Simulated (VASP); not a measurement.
# HfN in VASP: further runs, part 3 of 3

VASP 6.6.1. Earlier steps stand in the parts before.

### 5 Electric field gradients, PBE

INCAR

```
PREC = Accurate
ENCUT = 520
EDIFF = 1E-8
ISMEAR = -1
SIGMA = 0.03
LREAL = F
LASPH = T
NELM = 80
ALGO = Normal
ISIF = 2
LWAVE = F
LCHARG = F
GGA = PE
LEFG = T
NBANDS = 14
```

KPOINTS

```
regular mesh
0
Gamma
  10 10 10
```

POSCAR

```
HfN
1.0
    0.0000000000      2.2590000000      2.2590000000
    2.2590000000      0.0000000000      2.2590000000
    2.2590000000      2.2590000000      0.0000000000
Hf N
1 1
Direct
    0.0000000000      0.0000000000      0.0000000000
    0.5000000000      0.5000000000      0.5000000000
```

Potentials or basis: VASP PAW PBE potentials, release 64 (Hf_pv, N).

The run is started by

```bash
> cat potpaw_PBE.64/Hf_pv/POTCAR potpaw_PBE.64/N/POTCAR > POTCAR
> mpirun -np 1 vasp_std > vasp.out
```

OUTCAR:

```text
PREC = Accurate
   ENCUT = 520
   EDIFF = 1E-8
   ISMEAR = -1
   LREAL = F
   LASPH = T
   NELM = 80
   ISIF = 2
   GGA = PE

 ion  position               nearest neighbor table
   1  0.000  0.000  0.000-   2 2.26   2 2.26   2 2.26   2 2.26   2 2.26   2 2.26
   2  0.500  0.500  0.500-   1 2.26   1 2.26   1 2.26   1 2.26   1 2.26   1 2.26

  LATTYP: Found a face centered cubic cell.
 ALAT       =     4.5180000000

  Lattice vectors:

 A1 = (   0.0000000000,   2.2590000000,   2.2590000000)
 A2 = (   2.2590000000,   0.0000000000,   2.2590000000)
 A3 = (   2.2590000000,   2.2590000000,   0.0000000000)

Analysis of symmetry for initial positions (statically):
=====================================================================
 Subroutine PRICEL returns:
 Original cell was already a primitive cell.

 Routine SETGRP: Setting up the symmetry group for a
 face centered cubic supercell.

 Subroutine GETGRP returns: Found 48 space group operations
 (whereof 48 operations were pure point group operations)
 out of a pool of 48 trial point group operations.

The static configuration has the point symmetry O_h .

Analysis of symmetry for dynamics (positions and initial velocities):
=====================================================================
 Subroutine PRICEL returns:
 Original cell was already a primitive cell.

 Routine SETGRP: Setting up the symmetry group for a
 face centered cubic supercell.

 Subroutine GETGRP returns: Found 48 space group operations
 (whereof 48 operations were pure point group operations)
 out of a pool of 48 trial point group operations.

The dynamic configuration has the point symmetry O_h .

 Subroutine INISYM returns: Found 48 space group operations
 (whereof 48 operations are pure point group operations),
 and found     1 'primitive' translations

----------------------------------------------------------------------------------------

                                     Primitive cell

  volume of cell :      23.0557

  direct lattice vectors                    reciprocal lattice vectors
     0.000000000  2.259000000  2.259000000    -0.221336875  0.221336875  0.221336875
     2.259000000  0.000000000  2.259000000     0.221336875 -0.221336875  0.221336875
     2.259000000  2.259000000  0.000000000     0.221336875  0.221336875 -0.221336875

  length of vectors
     3.194708437  3.194708437  3.194708437     0.383366713  0.383366713  0.383366713

  position of ions in fractional coordinates (direct lattice)
     0.000000000  0.000000000  0.000000000
     0.500000000  0.500000000  0.500000000

  ion indices of the primitive-cell ions
   primitive index   ion index
                 1           1
                 2           2

----------------------------------------------------------------------------------------

 KPOINTS: regular mesh

Automatic generation of k-mesh.
 Grid dimensions read from file:
 generate k-points for:   10   10   10

 Generating k-lattice:

  Cartesian coordinates                     Fractional coordinates (reciprocal lattice)
    -0.022133687  0.022133687  0.022133687     0.100000000  0.000000000  0.000000000
     0.022133687 -0.022133687  0.022133687     0.000000000  0.100000000  0.000000000
[... 75 lines left out ...]
   IALGO  =     38    algorithm
   IMIX   =      4    mixing-type and parameters
     AMIX     =   0.40;   BMIX     =  1.00
     AMIX_MAG =   1.60;   BMIX_MAG =  1.00
  volume/ion in A,a.u.               =      11.53        77.79
  Fermi-wavevector in a.u.,A,eV,Ry     =   1.418553  2.680677 27.378918  2.012294
  Thomas-Fermi vector in A             =   2.539667
   LORBIT       =      0    0 simple, 1 ext, 2 COOP (PROOUT), +10 PAW based schemes
   GGA     = PE    functional components
   LHFCALC =     F    Hartree Fock is set to
   AEXX    =    0.0000 exact exchange contribution
   IVDW    =     0    specifies the selected vdW correction
   LEPSILON=     F    determine dielectric tensor
   LRPA    =     F    only Hartree local field effects (RPA)
 non-spin polarized calculation
  energy-cutoff  :      520.00
  volume of cell :       23.06
 maximum number of plane-waves:       636
   NGX = 11   NGY = 11   NGZ = 11

 number of electron      15.0000000 magnetization

 Free energy of the ion-electron system (eV)
  ---------------------------------------------------
  ext. energy  EPLUGINS =         0.00000000
  ---------------------------------------------------
  free energy    TOTEN  =       -21.74855402 eV

  energy without entropy =      -21.74589505  energy(sigma->0) =      -21.74722454

 E-fermi :   8.4218     XC(G=0): -12.7322

 val. band max:        8.3791974572   @ k =  -0.4000   0.3000   0.0000
 cond. band min:       8.4350358651   @ k =  -0.1000   0.1000   0.0000
 fundamental gap:      0.0558384079
 Fermi energy:         8.4218076190

 k-point     1 :       0.0000    0.0000    0.0000
  band No.  band energies     occupation
      1     -22.7619      2.00000
      2     -22.7619      2.00000
      3     -22.7619      2.00000
      4      -9.1295      2.00000
      5       5.3513      2.00000
      6       5.3513      2.00000
      7       5.3513      2.00000
      8       8.0407      1.99999
      9       8.0407      1.99999
     10       8.0407      1.99999
     11      10.1798      0.00000
     12      10.3567      0.00000
     13      10.3567      0.00000
     14      17.9512      0.00000
[... 377 lines left out ...]
      1     -23.4345      2.00000
      2     -23.0252      2.00000
      3     -22.9963      2.00000
      4      -7.7359      2.00000
      5       1.7787      2.00000
      6       3.7691      2.00000
      7       4.2502      2.00000
      8       5.9127      2.00000
      9      12.4712      0.00000
     10      12.9559      0.00000
     11      13.1313      0.00000
     12      13.1965      0.00000
     13      17.5319      0.00000
     14      19.7207      0.00000

 [... further k-points ...]
[... 5 lines left out ...]
  --------------------------------------------------------------------------------------
  -------------------------------------------------------------------------------------
  Total        0.4399408      0.4399408      0.4399408     -0.0000000     -0.0000000      0.0000000
  in kB       30.5721639     30.5721639     30.5721639     -0.0000000     -0.0000000      0.0000000
  external PRESSURE =      30.5721639 kB  Pullay stress =       0.0000000 kB

 VOLUME and BASIS-vectors are now :
 -----------------------------------------------------------------------------
  energy-cutoff  :      520.00
  volume of cell :       23.06
      direct lattice vectors                 reciprocal lattice vectors
     0.000000000  2.259000000  2.259000000    -0.221336875  0.221336875  0.221336875
     2.259000000  0.000000000  2.259000000     0.221336875 -0.221336875  0.221336875
     2.259000000  2.259000000  0.000000000     0.221336875  0.221336875 -0.221336875

 POSITION                                       TOTAL-FORCE (eV/Angst)
 -----------------------------------------------------------------------------------
      0.00000      0.00000      0.00000        -0.000000      0.000000     -0.000000
      2.25900      2.25900      2.25900         0.000000      0.000000      0.000000
 -----------------------------------------------------------------------------------
    total drift:                                0.000000     -0.000000     -0.000000

  FREE ENERGIE OF THE ION-ELECTRON SYSTEM (eV)
  ---------------------------------------------------
  free  energy   TOTEN  =       -21.7485540207 eV

  energy  without entropy=      -21.7458950507  energy(sigma->0) =      -21.74722454

 Electric field gradients (V/A^2)
---------------------------------------------------------------------
 ion       V_xx      V_yy      V_zz      V_xy      V_xz      V_yz
---------------------------------------------------------------------
   1       0.000     0.000    -0.000    -0.000    -0.000    -0.000
   2      -0.000    -0.000    -0.000     0.001     0.001     0.001
---------------------------------------------------------------------

 Electric field gradients after diagonalization (V/A^2)
 (convention: |V_zz| > |V_xx| > |V_yy|)
----------------------------------------------------------------------
 ion       V_xx      V_yy      V_zz     asymmetry (V_yy - V_xx)/ V_zz
----------------------------------------------------------------------
   1       0.000     0.000    -0.001       0.000
   2      -0.001    -0.001     0.002       0.000
----------------------------------------------------------------------

           NMR quadrupolar parameters

 Cq : quadrupolar parameter    Cq=e*Q*V_zz/h
 eta: asymmetry parameters     (V_yy - V_xx)/ V_zz
 Q  : nuclear electric quadrupole moment in mb (millibarn)
----------------------------------------------------------------------
 ion       Cq(MHz)       eta       Q (mb)
----------------------------------------------------------------------
   1      -0.000       0.000       1.000
   2       0.000       0.000       1.000
----------------------------------------------------------------------
```

It took 8.5 s on 1 thread of Intel Xeon Platinum 8375C at 2.90GHz (Ice Lake), shared host; peak memory 0.15 GiB.

What came out:

```
Free energy : -21.7486 eV
Pressure    : 3.1 GPa
```

Caveat: without QUAD_EFG the Cq values of the log hold for a quadrupole moment of 1 mb, not for the nuclei; spin-orbit coupling is left out, which moves the levels of the heavy elements.

### 6 Summary

| cell | gap on the mesh (eV) | pressure (GPa) |
| --- | --- | --- |
| a = 3.243 Å, angles 58.0°, 2 atoms | none | 3.3 |
| a = 3.211 Å, angles 59.3°, 2 atoms | none | 3.1 |
| a = 3.195 Å, angles 60.0°, 2 atoms | none | 3.1 |

Alike in all rows: task electric field gradients; level PBE; potentials or basis VASP PAW PBE potentials, release 64 (Hf_pv, N); no spin polarisation; k mesh 10 × 10 × 10; cutoff (eV) 520; smearing fermi-dirac 0.03 eV.

Caveats: spin-orbit coupling is left out, which moves the levels of the heavy elements.

Total energies depend on the potentials used, so only differences within one code and one set of settings carry meaning.
